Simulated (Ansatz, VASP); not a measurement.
# Two plane-wave programs on TlH5

```
Tl H
1.0
     5.98511    0.00000    0.00000
     0.00000    5.98511    0.00000
     0.00000    0.00000    4.28893
Tl H
1 5
Direct
  0.50000 0.50000 0.00000
  0.06416 0.50000 0.00000
  0.93584 0.50000 0.00000
  0.50000 0.06416 0.00000
  0.50000 0.93584 0.00000
  0.50000 0.50000 0.50000
```

Alike in both runs: task relaxation of cell and atoms; functional PBE; k mesh 6 × 6 × 10; occupations gaussian, width 0.1 eV; no spin polarisation.

|  | VASP | Ansatz |
| --- | --- | --- |
| version | VASP 6.6.1 | Ansatz 0.2.0 |
| potentials or method | VASP PAW PBE potentials, release 64 (Tl_d, H_h), cutoff 910 eV | scalar-relativistic, plane waves, PAW |
| valence electrons in the cell | 18 | 18 |

Ansatz gave:

* gap on the k mesh at the Fermi level, each at its own relaxed structure (eV): none
* relaxed volume (Å³/atom): 26.68
* relaxed length of the cell vector where the two differ most in proportion (Å): 6.293

Task: What did VASP give for the same quantities?

Result: gap on the k mesh at the Fermi level, each at its own relaxed structure (eV): none; relaxed volume (Å³/atom): 26.30; relaxed length of the cell vector where the two differ most in proportion (Å): 6.257.

A gap of «none» marks a metal or a gap that the smearing closes. Ansatz's warnings: xc potential rough in thin density.

Spin-orbit coupling is off throughout.
